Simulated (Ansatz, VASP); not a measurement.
**ZrO2: VASP beside Ansatz**

The input INCAR:

```
  ALGO = Normal
  EDIFF = 1E-6
  ENCUT = 600
  GGA = PE
  GGA_COMPAT = F
  ISIF = 2
  ISMEAR = 0
  LASPH = T
  LCHARG = F
  LREAL = F
  LWAVE = F
  NBANDS = 19
  NELM = 120
  PREC = Accurate
  SIGMA = 0.02
```

File KPOINTS:

```
k-points
0
Gamma
  8 8 8
```

Contents of POSCAR:

```
ZrO2
1.0
    0.0000000000      2.4511928470      2.4511928470
    2.4511928470      0.0000000000      2.4511928470
    2.4511928470      2.4511928470      0.0000000000
Zr O
1 2
Direct
    0.0000000000      0.0000000000      0.0000000000
    0.2500000000      0.2500000000      0.2500000000
    0.7500000000      0.7500000000      0.7500000000
```

Input for Ansatz:

```yaml
crystal:
  lattice:
    - [0.0, 2.451192847, 2.451192847]
    - [2.451192847, 0.0, 2.451192847]
    - [2.451192847, 2.451192847, 0.0]
  atoms:
    - { symbol: Zr, position: [0.0, 0.0, 0.0] }
    - { symbol: O, position: [0.25, 0.25, 0.25] }
    - { symbol: O, position: [0.75, 0.75, 0.75] }
basis:
  ecutwfc: 420
kpoints:
  mp_grid: { grid: [8, 8, 8] }
hamiltonian:
  xc: pbe
scf:
  occupations: { method: gaussian, width: 0.02 }
output:
  forces: true
  stress: true
  eigenvalues: true
```

Alike in both runs: task single point; functional PBE; k mesh 8 × 8 × 8; occupations gaussian, width 0.02 eV; no spin polarisation.

|  | VASP | Ansatz |
| --- | --- | --- |
| version | VASP 6.6.1 | Ansatz 0.2.0 |
| potentials or method | VASP PAW PBE potentials, release 64 (Zr_sv, O), cutoff 600 eV | scalar-relativistic, plane waves, PAW |
| valence electrons in the cell | 24 | 24 |

|  | VASP | Ansatz | Ansatz less VASP |
| --- | --- | --- | --- |
| gap on the k mesh at the Fermi level (eV) | 3.65 | 3.66 | +0.008 |
| least direct gap on the mesh (eV) | 4.21 | 4.22 | +0.007 |
